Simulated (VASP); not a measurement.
# Sn (P6_3/mmc) in VASP: notebook, part 2 of 2

VASP 6.6.1. The steps go on from the part before.

### 4 Relaxation of cell and atoms, PBEsol, target pressure 23 GPa, at which the enthalpy is minimised

File INCAR:

```
SYSTEM = Sn
PREC = Accurate
ENCUT = 600
EDIFF = 1E-6
ISMEAR = -1
SIGMA = 0.05
LREAL = .FALSE.
LASPH = .TRUE.
NELM = 80
ALGO = Normal
ISIF = 3
LWAVE = .FALSE.
LCHARG = .FALSE.
GGA = PS
IBRION = 2
NSW = 32
EDIFFG = -0.005
PSTRESS = 230.0
```

File KPOINTS:

```
Automatic mesh
0
G
  14 14 8
  0 0 0
```

File POSCAR:

```
Sn
1.0
    3.0529517466      0.0000000000      0.0000000000
   -1.5264758733      2.6439337691      0.0000000000
    0.0000000000      0.0000000000      5.1415597342
Sn
2
Direct
    0.3333333333      0.6666666667      0.2500000000
    0.6666666667      0.3333333333      0.7500000000
```

Potentials or basis: VASP PAW PBE potentials, release 64 (Sn_d).

Started as:

```bash
cat potpaw_PBE.64/Sn_d/POTCAR > POTCAR
mpirun -np 1 vasp_std > vasp.out
```

OUTCAR:

```text
SYSTEM = Sn
   PREC = Accurate
   ENCUT = 600
   EDIFF = 1E-6
   ISMEAR = -1
   LREAL = .FALSE.
   LASPH = .TRUE.
   NELM = 80
   ISIF = 3
   GGA = PS
   IBRION = 2
   NSW = 32
   EDIFFG = -0.005
   PSTRESS = 230.0

 ion  position               nearest neighbor table
   1  0.333  0.667  0.250-   2 3.12   2 3.12   2 3.12   2 3.12   2 3.12   2 3.12
   2  0.667  0.333  0.750-   1 3.12   1 3.12   1 3.12   1 3.12   1 3.12   1 3.12

  LATTYP: Found a hexagonal cell.
 ALAT       =     3.0529517466
 C/A-ratio  =     1.6841274154

  Lattice vectors:

 A1 = (   3.0529517466,   0.0000000000,   0.0000000000)
 A2 = (  -1.5264758733,   2.6439337691,   0.0000000000)
 A3 = (   0.0000000000,   0.0000000000,   5.1415597342)

Analysis of symmetry for initial positions (statically):
=====================================================================
 Subroutine PRICEL returns:
 Original cell was already a primitive cell.

 Routine SETGRP: Setting up the symmetry group for a
 hexagonal supercell.

 Subroutine GETGRP returns: Found 24 space group operations
[... 170 lines left out ...]

  FORCE on cell =-STRESS in cart. coord.  units (eV):
  Direction    XX          YY          ZZ          XY          YZ          ZX
  --------------------------------------------------------------------------------------
  -------------------------------------------------------------------------------------
  Total        5.9750940      5.9750940      5.9828887      0.0000000      0.0000000      0.0000000
  in kB      230.6693696    230.6693696    230.9702827      0.0000000      0.0000000      0.0000000
  external PRESSURE =       0.7696739 kB  Pullay stress =     230.0000000 kB
[... 63 lines left out ...]
--------------------------------------- Ionic step        3  -------------------------------------------

 number of electron      27.9999981 magnetization

 Free energy of the ion-electron system (eV)
  ---------------------------------------------------
  ext. energy  EPLUGINS =         0.00000000
  ---------------------------------------------------
  free energy    TOTEN  =        -7.85940444 eV

  energy without entropy =       -7.85164660  energy(sigma->0) =       -7.85552552

 E-fermi :  11.7443     XC(G=0): -11.8341

 val. band max:       11.6749178464   @ k =   0.4286   0.1429   0.0000
 cond. band min:      11.7449044255   @ k =   0.4286   0.1429   0.2500
 fundamental gap:      0.0699865791
 Fermi energy:        11.7443305220

 k-point     1 :       0.0000    0.0000    0.0000
  band No.  band energies     occupation
      1     -10.0689      2.00000
      2     -10.0476      2.00000
      3     -10.0091      2.00000
      4     -10.0091      2.00000
      5      -9.9836      2.00000
      6      -9.9836      2.00000
[... 481 lines left out ...]
      5      -9.9147      2.00000
      6      -9.8588      2.00000
[... 10 lines left out ...]
     17      12.8127      0.00000
     18      12.9073      0.00000

 [... further k-points ...]

------------------------ aborting loop because EDIFF is reached ----------------------------------------

  FORCE on cell =-STRESS in cart. coord.  units (eV):
  Direction    XX          YY          ZZ          XY          YZ          ZX
  --------------------------------------------------------------------------------------
  -------------------------------------------------------------------------------------
  Total        5.9618783      5.9618783      5.9688363      0.0000000     -0.0000000      0.0000000
  in kB      230.0935683    230.0935683    230.3621049      0.0000000     -0.0000000      0.0000000
  external PRESSURE =       0.1830805 kB  Pullay stress =     230.0000000 kB
[... 21 lines left out ...]
  energy  without entropy=       -7.8516465963  energy(sigma->0) =       -7.85552552

  enthalpy is  TOTEN    =        -1.8999505616 eV   P V=        5.9594538737

 reached required accuracy - stopping structural energy minimisation
```

Wall time 1.9 min (1 thread of Intel Xeon Platinum 8259CL at 2.50GHz (Skylake/Cascade Lake), shared host); peak memory 0.23 GiB.

Results:

| Property | Result |
| --- | --- |
| Free energy | -7.8594 eV |
| Relaxed volume | 20.76 Å³/atom |
| Relaxed cell | a = 3.053 Å, b = 3.053 Å, c = 5.142 Å, α = 90.00°, β = 90.00°, γ = 120.00° |
| Space group after relaxing (to 0.05 Å) | P6_3/mmc (No. 194) |
| Energy change on relaxing (the enthalpy is what falls) | -0.8 meV/atom |
| Ionic steps | 3 |
| Pressure after relaxing | 23.0 GPa |
| Band gap on the k mesh | zero (band 14 reaches 19.57 eV, above the bottom of band 15 at 8.79 eV) |

Step by step:
| step | energy change (eV) | largest force (eV/Å) | pressure (GPa) | volume (Å³) |
| --- | --- | --- | --- | --- |
| 1 | 0.0000 | 0.0000 | 23.08 | 41.50 |
| 2 | -0.0086 | 0.0000 | 22.83 | 41.56 |
| 3 | -0.0017 | 0.0000 | 23.02 | 41.51 |

Final structure:
```xyz
2
Lattice="3.0532 0.0000 0.0000 -1.5266 2.6442 0.0000 0.0000 0.0000 5.1422" Properties=species:S:1:pos:R:3 pbc="T T T"
Sn    0.0000    1.7628    1.2855
Sn    1.5266    0.8814    3.8566
```

Levels at points of the mesh, in eV from the Fermi level:
```
           k point  band 10  band 11  band 12  band 13  band 14  band 15  band 16  band 17  band 18
(0.00, 0.00, 0.00)   -21.44   -13.47    -7.75    -6.40     7.83     7.83     9.21     9.95     9.95
(0.50, 0.00, 0.00)   -21.38    -7.87    -7.09    -2.18    -2.13    -1.34     0.99     2.63     6.67
(0.00, 0.00, 0.50)   -21.51   -11.91   -11.91     0.75     0.75     9.00     9.00     9.00     9.00
(0.50, 0.00, 0.50)   -21.39    -6.38    -6.38    -5.46    -5.46     4.35     4.35     4.62     4.62
```

Caveat: the cell is relaxed towards a set pressure, so the enthalpy falls and the energy may rise; the PAW data sets were made with another functional, which shifts forces and pressure a little; spin-orbit coupling is left out, which moves the levels of the heavy elements.

### 5 The runs side by side

```csv
task,cell,cutoff (eV),gap on the mesh (eV),pressure (GPa)
single point,"a = 3.053, b = 3.053, c = 5.142 Å, angles 90.0, 90.0, 120.0°, 2 atoms",520,none,23.0
relaxation of cell and atoms,"relaxed to 23 GPa from a = 3.089, b = 3.089, c = 5.005 Å, angles 90.0, 90.0, 120.0°, 2 atoms",600,none,23.0
relaxation of cell and atoms,"relaxed to 23 GPa from a = 3.053, b = 3.053, c = 5.142 Å, angles 90.0, 90.0, 120.0°, 2 atoms",600,none,23.0
```

Alike in all rows: level PBEsol; potentials or basis VASP PAW PBE potentials, release 64 (Sn_d); no spin polarisation; k mesh 14 × 14 × 8; smearing fermi-dirac 0.05 eV.

Caveats: the PAW data sets were made with another functional, which shifts forces and pressure a little; spin-orbit coupling is left out, which moves the levels of the heavy elements; the cell is relaxed towards a set pressure, so the enthalpy falls and the energy may rise (some runs).

Absolute energies hang on the potentials; compare differences alone.
